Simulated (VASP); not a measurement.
# Mg24H49 (a cell with a defect) in VASP: single point with HSE06

Aim: the single point of Mg24H49 (a cell with a defect) with HSE06.

Everything below comes from runs of VASP 6.6.1. Logs are shortened: lines on timing, memory, paths and dates and some standing lists are left out, and cuts for length are marked.

### 1 The cell of the first run

The cell holds a defect, 73 atoms: a = 9.124 Å, b = 9.124 Å, c = 9.062 Å, α = 90.00°, β = 90.00°, γ = 90.00°.

### 2 Single point, HSE06

Input file POSCAR:

```
Mg24H49
1.0
    9.1236000000      0.0000000000      0.0000000000
    0.0000000000      9.1236000000      0.0000000000
    0.0000000000      0.0000000000      9.0615000000
H Mg
49 24
Direct
    0.1373546457     -0.0743866309      0.1670836317
    0.0783981711      0.8666052720      0.1671358303
    0.4037657458      0.0971805831      0.1669809288
    0.1509285620      0.1488372488      0.0032183710
    0.1508764341      0.1489082194      0.3308041579
    0.3476582931      0.8469228327      0.0068380635
    0.3476124734      0.8469636250      0.3270631022
    0.5991058729      0.9019193265      0.1669695185
    0.9073500396      0.0956817347      0.1669680918
    0.0949040126      0.9082485912      0.4938734036
    0.0949208972      0.9082122374      0.8400768532
    0.4031657847      0.0968796159      0.4986648479
    0.4031698916      0.0968711122      0.8352858326
    0.1559924014      0.6555779259      0.0068664440
    0.1559483392      0.6556436746      0.3270330820
    0.3504514314      0.3460083471      0.0001502898
    0.3504557877      0.3460122212      0.3338108344
    0.1012583613      0.4041080497      0.1669698219
    0.4200302534      0.5827961920      0.1669701100
    0.6591415031      0.1508757239     -0.0000869604
    0.6591359922      0.1508757416      0.3340440413
    0.8543123520      0.8520470053      0.0031834376
    0.8542877670      0.8520821749      0.3308118653
    0.5993499113      0.9028126953      0.4997467918
    0.5993684625      0.9028160254      0.8341897202
    0.8974296679      0.1055521014      0.5151556143
    0.8974491981      0.1055517065      0.8188547434
    0.1547996490      0.1525047303      0.6669874214
    0.3453455186      0.8507766091      0.6669594551
    0.6026890543      0.4004288074      0.1669774211
    0.9057372382      0.5991479299      0.1669857954
    0.1003011399      0.4037883796      0.4997269405
    0.1002920970      0.4037567203      0.8342196084
    0.4033811382      0.5996022332      0.4961733417
    0.4033934990      0.5995817836      0.8377634464
    0.6569703059      0.6526696144      0.0001678800
    0.6569801010      0.6526702142      0.3337777453
    0.8522594094      0.3438656290     -0.0000876263
    0.8522658118      0.3438641982      0.3340465979
    0.1522255864      0.6577379716      0.6669569431
    0.3494139353      0.3491638410      0.6669850330
    0.5983366827      0.4047789681      0.5032156243
    0.5983390829      0.4047739538      0.8307349528
    0.9061167659      0.5998330517      0.4986701695
    0.9061271494      0.5998327927      0.8352810459
    0.6495644757      0.1568033239      0.6669711464
    0.8506065994      0.8482093126      0.6669781934
    0.6538534948      0.6536608521      0.6669767680
    0.8462855543      0.3534363421      0.6669697303
    0.2534109834      0.2524306824      0.1669871788
    0.2812370411      0.7218258612      0.1669374710
   -0.0205993070      0.0236375603     -0.0166211469
   -0.0206322215      0.0236889063      0.3506141976
    0.5025767930      0.0006881534      0.0003752008
    0.5025520953      0.0006894028      0.3335582404
    0.2526979930      0.2508755905      0.5009400112
    0.2526994702      0.2508499228      0.8330244529
    0.2495641769      0.7534963041      0.4987683531
    0.2496102893      0.7534340880      0.8351237259
    0.0056293344     -0.0025700189      0.6670025085
    0.5013145624      0.0009730693      0.6669711462
    0.7503945838      0.2526876173      0.1669812241
    0.7506743430      0.7496506702      0.1669720230
    0.0023443957      0.5005242189      0.0003883683
    0.0023513695      0.5005537967      0.3335509860
    0.5088381266      0.4942107449     -0.0028838505
    0.5088511467      0.4942078825      0.3368356007
    0.7471568442      0.2558841054      0.5034706213
    0.7471562161      0.2558868884      0.8304767982
    0.7521793877      0.7503454725      0.5009372731
    0.7521881012      0.7503420383      0.8330068981
    0.0020645592      0.5017218076      0.6669739039
    0.4969974682      0.5060395759      0.6669744413
```

Input file INCAR.step1:

```
SYSTEM = Mg24H49
ALGO     = Normal         ! electronic algorithm
EDIFF    = 1E-5           ! SCF threshold, eV
ENCUT    = 520            ! plane-wave cutoff, eV
GGA      = PE             ! functional
GGA_COMPAT= .False.      
ISIF     = 2              ! what is computed and relaxed
ISMEAR   = 0              ! smearing method
ISYM     = 0            
LASPH    = .True.         ! aspherical terms in the spheres
LREAL    = Auto         
LWAVE    = .True.         ! write WAVECAR
NBANDS   = 90             ! bands
NELECT   = 96.0         
NELM     = 120            ! most SCF steps
PREC     = Accurate       ! precision mode
SIGMA    = 0.01           ! smearing width, eV
```

Input file INCAR.step2:

```
SYSTEM = Mg24H49
ALGO     = Normal         ! electronic algorithm
EDIFF    = 1E-6           ! SCF threshold, eV
ENCUT    = 520            ! plane-wave cutoff, eV
GGA      = PE             ! functional
GGA_COMPAT= .False.      
HFSCREEN = 0.2079         ! screening, 1/A
ISIF     = 2              ! what is computed and relaxed
ISMEAR   = 0              ! smearing method
ISTART   = 1            
ISYM     = 0            
LASPH    = .True.         ! aspherical terms in the spheres
LCHARG   = .True.         ! write CHGCAR
LELF     = .True.         ! ELF
LHFCALC  = .True.         ! exact exchange
LREAL    = Auto         
LVHAR    = .True.       
LWAVE    = .False.        ! write WAVECAR
NBANDS   = 90             ! bands
NELECT   = 96.0         
NELM     = 120            ! most SCF steps
PREC     = Accurate       ! precision mode
PRECFOCK = Fast         
SIGMA    = 0.01           ! smearing width, eV
```

Input file KPOINTS:

```
k-points
0
Gamma
  1 1 1
  0 0 0
```

Potentials or basis: VASP PAW PBE potentials, release 64 (H, Mg).

Launch:

```
$ cat potpaw_PBE.64/H/POTCAR potpaw_PBE.64/Mg/POTCAR > POTCAR
$ cp INCAR.step1 INCAR
$ mpirun -np 1 vasp_gam > vasp.out
$ cp INCAR.step2 INCAR
$ mpirun -np 1 vasp_gam > vasp.out
```

OUTCAR:

```text
SYSTEM = Mg24H49
   EDIFF = 1E-6
   ENCUT = 520
   GGA = PE
   HFSCREEN = 0.2079
   ISIF = 2
   ISMEAR = 0
   ISTART = 1
   ISYM = 0
   LASPH = .True.
   LHFCALC = .True.
   LREAL = Auto
   NELECT = 96.0
   NELM = 120
   PREC = Accurate
   PRECFOCK = Fast

 ion  position               nearest neighbor table
   1  0.137  0.926  0.167-   2 0.76
   2  0.078  0.867  0.167-   1 0.76
   3  0.404  0.097  0.167-  55 1.97  54 1.97  50 1.97
   4  0.151  0.149  0.003-  52 1.95  50 1.99  57 2.03
   5  0.151  0.149  0.331-  53 1.95  50 1.99  56 2.03
   6  0.348  0.847  0.007-  51 1.94  59 1.99  54 1.99
   7  0.348  0.847  0.327-  51 1.94  58 1.99  55 1.99
   8  0.599  0.902  0.167-  63 1.96  54 1.97  55 1.97
[... 43 lines left out ...]
  51  0.281  0.722  0.167-  19 1.79   6 1.94  14 1.94   7 1.94  15 1.94  59 3.03  58 3.03  66 3.32
                            67 3.32  64 3.58  65 3.58  54 3.58  55 3.58
  52  0.979  0.024  0.983-  27 1.83   9 1.91  22 1.95   4 1.95  11 1.98  60 2.89  69 3.30  53 3.33
                            62 3.39  57 3.52  71 3.52  63 3.66  50 3.66
  53  0.979  0.024  0.351-  26 1.83   9 1.91  23 1.95   5 1.95  10 1.98  60 2.89  68 3.30  52 3.33
                            62 3.39  56 3.52  70 3.52  63 3.66  50 3.66
  54  0.503  0.001  0.000-  13 1.96  25 1.96   8 1.97   3 1.97  20 1.98   6 1.99  55 3.02  61 3.02
                            63 3.56  59 3.56  62 3.56  71 3.56  57 3.56  50 3.57  69 3.57  51 3.58
  55  0.503  0.001  0.334-  12 1.96  24 1.96   3 1.97   8 1.97  21 1.98   7 1.99  54 3.02  61 3.02
                            63 3.56  58 3.56  62 3.56  70 3.56  56 3.56  50 3.57  68 3.57  51 3.58
  56  0.253  0.251  0.501-  17 1.96  41 1.96  12 1.96  28 1.97  32 1.97   5 2.03  57 3.01  50 3.03
                            53 3.52  67 3.55  61 3.55  73 3.56  60 3.56  65 3.56  55 3.56  72 3.57
  57  0.253  0.251  0.833-  16 1.96  41 1.96  13 1.96  28 1.97  33 1.97   4 2.03  56 3.01  50 3.03
                            52 3.52  66 3.55  61 3.55  73 3.56  60 3.56  64 3.56  54 3.56  72 3.57
  58  0.250  0.753  0.499-  29 1.97  40 1.97  34 1.99  15 1.99   7 1.99  10 2.00  51 3.03  59 3.05
                            60 3.50  73 3.54  65 3.56  55 3.56  61 3.56  72 3.56  67 3.65
  59  0.250  0.753  0.835-  29 1.97  40 1.97  35 1.98  14 1.99   6 1.99  11 2.00  51 3.03  58 3.05
                            60 3.50  73 3.54  64 3.56  54 3.56  61 3.56  72 3.56  66 3.65
  60  0.006  0.997  0.667-  11 1.95  10 1.95  27 1.96  26 1.96  47 1.96  28 1.96  52 2.89  53 2.89
                            58 3.50  59 3.50  57 3.56  71 3.56  56 3.56  70 3.56  69 3.65  68 3.65
  61  0.501  0.001  0.667-  46 1.96  12 1.97  13 1.97  24 1.97  25 1.97  29 1.98  54 3.02  55 3.02
                            57 3.55  56 3.55  68 3.55  69 3.55  59 3.56  58 3.56  70 3.57  71 3.57
  62  0.750  0.253  0.167-  30 1.91  39 1.96  38 1.96  21 1.96  20 1.96   9 2.03  68 3.05  69 3.05
                            53 3.39  52 3.39  67 3.48  66 3.48  64 3.56  65 3.56  54 3.56  55 3.56
  63  0.751  0.750  0.167-  37 1.95  36 1.95   8 1.96  31 1.97  22 1.99  23 1.99  71 3.03  70 3.03
                            54 3.56  55 3.56  67 3.56  66 3.56  65 3.57  64 3.57  52 3.66  53 3.66
  64  0.002  0.501  0.000-  45 1.96  33 1.96  31 1.97  18 1.97  38 1.98  14 1.99  65 3.02  72 3.02
[... 261 lines left out ...]
   LHFCALC =     T    Hartree Fock is set to
   PRECFOCK=fast      Normal, Fast or Accurate (Low or Medium for compatibility)
   ENCUT4O =  -1.0   cutoff for four orbital integrals eV
   NKREDX  =     1    reduce k-point grid by
   NKREDY  =     1    reduce k-point grid by
   NKREDZ  =     1    reduce k-point grid by
   AEXX    =    0.2500 exact exchange contribution
   HFSCREEN=    0.2079 screening length (either q_TF or 0.3 A-1)
   HFSCREENC=   0.2079 screening length for correlation (either q_TF or 0.3 A-1)
   ENCUTFOCK=  -1.0 apply spherical cutoff to Coloumb kernel
   IVDW    =     0    specifies the selected vdW correction
   LEPSILON=     F    determine dielectric tensor
   LRPA    =     F    only Hartree local field effects (RPA)
 non-spin polarized calculation
 Gauss-broadening in eV      SIGMA  =   0.01
  energy-cutoff  :      520.00
  volume of cell :      754.28
 maximum number of plane-waves:     10139
 NGX is ok and might be reduce to    70
  NGX = 36; NGY = 36; NGZ = 36

 number of electron      95.9999999 magnetization

 Free energy of the ion-electron system (eV)
  ---------------------------------------------------
  ext. energy  EPLUGINS =         0.00000000
  ---------------------------------------------------
  free energy    TOTEN  =      -243.81897151 eV

  energy without entropy =     -243.81897151  energy(sigma->0) =     -243.81897151

 E-fermi :  -1.6512     XC(G=0):  -6.9646

 val. band max:       -1.7335102164   @ k =   0.0000   0.0000   0.0000
 cond. band min:       4.0911502351   @ k =   0.0000   0.0000   0.0000
 fundamental gap:      5.8246604515
 Fermi energy:        -1.6512113103

 k-point     1 :       0.0000    0.0000    0.0000
  band No.  band energies     occupation
      1      -9.7870      2.00000
      2      -8.1091      2.00000
      3      -6.7640      2.00000
      4      -6.5597      2.00000
      5      -6.5295      2.00000
      6      -6.5135      2.00000
[... 52 lines left out ...]
     59       4.9249      0.00000
     60       4.9296      0.00000
 [bands above 60 left out]

------------------------ aborting loop because EDIFF is reached ----------------------------------------

  FORCE on cell =-STRESS in cart. coord.  units (eV):
  Direction    XX          YY          ZZ          XY          YZ          ZX
  --------------------------------------------------------------------------------------
  -------------------------------------------------------------------------------------
  Total      -10.9937911    -10.9868844    -12.5033470     -3.2318722      0.0037032     -0.0020756
  in kB      -23.3520759    -23.3374053    -26.5585463     -6.8648680      0.0078660     -0.0044087
  external PRESSURE =     -24.4160092 kB  Pullay stress =       0.0000000 kB

 VOLUME and BASIS-vectors are now :
 -----------------------------------------------------------------------------
  energy-cutoff  :      520.00
  volume of cell :      754.28
      direct lattice vectors                 reciprocal lattice vectors
     9.123600000  0.000000000  0.000000000     0.109605857  0.000000000  0.000000000
     0.000000000  9.123600000  0.000000000     0.000000000  0.109605857  0.000000000
     0.000000000  0.000000000  9.061500000     0.000000000  0.000000000  0.110357005

 POSITION                                       TOTAL-FORCE (eV/Angst)
 -----------------------------------------------------------------------------------
      1.25317      8.44493      1.51403         0.014323      0.006592     -0.000499
      0.71527      7.90656      1.51450        -0.011812     -0.019374     -0.001032
      3.68380      0.88664      1.51310        -0.000666     -0.000437     -0.000524
      1.37701      1.35793      0.02916        -0.005081     -0.007033     -0.001386
      1.37654      1.35858      2.99758        -0.004520     -0.007183      0.000184
      3.17190      7.72699      0.06196         0.000093      0.003179     -0.003803
[... 65 lines left out ...]
      0.01884      4.57751      6.04378        -0.001570     -0.000617      0.000852
      4.53441      4.61690      6.04379        -0.001772     -0.000699     -0.000483
 -----------------------------------------------------------------------------------
    total drift:                                0.065087      0.032109     -0.012473

  FREE ENERGIE OF THE ION-ELECTRON SYSTEM (eV)
  ---------------------------------------------------
  free  energy   TOTEN  =      -243.8189715117 eV

  energy  without entropy=     -243.8189715117  energy(sigma->0) =     -243.81897151
```

Run time: 13 min. Hardware: 1 thread of Intel Xeon 8259CL, shared host; peak memory 0.82 GiB.

What came out:

- Free energy: -243.8190 eV
- Largest force: 0.023 eV/Å

Forces in eV/Å, atoms in the order of the input:
```
H    0.014  0.007  0.000
H   -0.012 -0.019 -0.001
H   -0.001  0.000 -0.001
H   -0.005 -0.007 -0.001
H   -0.005 -0.007  0.000
H    0.000  0.003 -0.004
H    0.000  0.003  0.004
H    0.002 -0.002  0.000
H    0.004 -0.003  0.001
H    0.000  0.000  0.004
H    0.000  0.000 -0.003
H   -0.002  0.000  0.001
H   -0.002  0.000 -0.001
H   -0.001  0.002 -0.004
H   -0.001  0.001  0.004
H    0.001 -0.002  0.000
H    0.001 -0.002  0.000
H    0.003 -0.001  0.000
H   -0.001 -0.002  0.000
H    0.003 -0.004  0.002
H    0.003 -0.005 -0.002
H    0.006  0.006 -0.001
H    0.006  0.006  0.000
H    0.003 -0.002  0.000
H    0.003 -0.002  0.000
H   -0.008  0.007  0.003
H   -0.008  0.007 -0.002
H   -0.001 -0.004  0.000
H   -0.001  0.005  0.000
H    0.005 -0.004  0.000
H    0.002  0.003 -0.001
H    0.004 -0.002  0.000
H    0.004 -0.002 -0.001
H   -0.002  0.004  0.004
H   -0.002  0.004 -0.004
H    0.003  0.000 -0.001
H    0.003  0.000  0.001
H    0.004 -0.003  0.001
H    0.005 -0.003 -0.002
H   -0.004  0.002  0.000
H    0.003  0.003  0.000
H    0.001  0.000 -0.003
H    0.001  0.001  0.003
H    0.001  0.005  0.001
H    0.001  0.004 -0.001
H   -0.006  0.000  0.000
H    0.005  0.003  0.000
H   -0.002 -0.001  0.000
H    0.001  0.006  0.000
Mg   0.001  0.001  0.000
Mg   0.001 -0.002  0.001
Mg  -0.002  0.001 -0.008
Mg  -0.002  0.000  0.007
Mg  -0.003  0.000  0.000
Mg  -0.001  0.000  0.001
Mg   0.001  0.002  0.002
Mg   0.001  0.002 -0.003
Mg   0.001 -0.003  0.001
Mg   0.000 -0.001  0.000
Mg  -0.002  0.000 -0.001
Mg  -0.002  0.000  0.001
Mg  -0.005  0.004  0.000
Mg  -0.001 -0.002  0.000
Mg  -0.002 -0.001  0.000
Mg  -0.002 -0.002  0.001
Mg  -0.001 -0.001 -0.001
Mg  -0.002  0.000  0.001
Mg  -0.001  0.000  0.000
Mg  -0.001  0.000  0.000
Mg  -0.002 -0.002  0.002
Mg  -0.002 -0.002 -0.002
Mg  -0.002 -0.001  0.001
Mg  -0.002 -0.001  0.000
```

Caveat: the k points lie up to 0.69 Å⁻¹ apart; the cell carries a net charge on a neutralising background, which shifts energy and pressure; the cell is charged against a uniform background, so pressure and absolute levels hang on convention; the PAW data sets were made with another functional, which shifts forces and pressure a little.
